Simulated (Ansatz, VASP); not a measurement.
C in VASP and in Ansatz

Contents of INCAR:

```
SYSTEM = C
  PREC = Accurate
  ENCUT = 520
  EDIFF = 1E-6
  ISMEAR = 0
  SIGMA = 0.05
  LREAL = .FALSE.
  LASPH = .TRUE.
  NELM = 80
  ALGO = Normal
  ISIF = 2
  LWAVE = .FALSE.
  LCHARG = .FALSE.
  NBANDS = 11
```

File KPOINTS:

```
regular mesh
0
G
  13 13 13
  0 0 0
```

File POSCAR:

```
C
1.0
    0.0000000000      1.7951807415      1.7951807415
    1.7951807415      0.0000000000      1.7951807415
    1.7951807415      1.7951807415      0.0000000000
C
2
Direct
    0.7500000000      0.7500000000      0.7500000000
    0.5000000000      0.5000000000      0.5000000000
```

input.yaml

```yaml
crystal:
  lattice:
    - [0.0, 1.7951807415, 1.7951807415]
    - [1.7951807415, 0.0, 1.7951807415]
    - [1.7951807415, 1.7951807415, 0.0]
  atoms:
    - { symbol: C, position: [0.75, 0.75, 0.75] }
    - { symbol: C, position: [0.5, 0.5, 0.5] }
hamiltonian:
  xc: lda
  pseudopotentials: { kind: paw }
kpoints:
  mp_grid: { grid: [13, 13, 13] }
scf:
  occupations: { method: gaussian, width: 0.05 }
output:
  forces: true
  stress: true
  eigenvalues: true
```

Alike in both runs: task single point; functional LDA; k mesh 13 × 13 × 13; occupations gaussian, width 0.05 eV; no spin polarisation.

```csv
,VASP,Ansatz
version,VASP 6.6.1,Ansatz 0.2.0
potentials or method,"VASP PAW LDA potentials, release 64 (C)",Ansatz PAW
plane-wave cutoff (eV),520,420
valence electrons in the cell,8,8
```

Ansatz gave:

* gap on the k mesh at the Fermi level (eV): 4.07
* least direct gap on the mesh (eV): 5.48
* pressure (GPa): -21.1

Problem. Estimate VASP's values.

Solution. gap on the k mesh at the Fermi level (eV): 4.06; least direct gap on the mesh (eV): 5.49; pressure (GPa): -19.7.

LDA's correlation is that of Perdew and Zunger in VASP and of Perdew and Wang (1992) in Ansatz.

Noted on Ansatz's run: Pulay correction over one GPa; odd divisions of the mesh miss points on the zone boundary, where band edges often lie, so the gap on the mesh can be too wide.
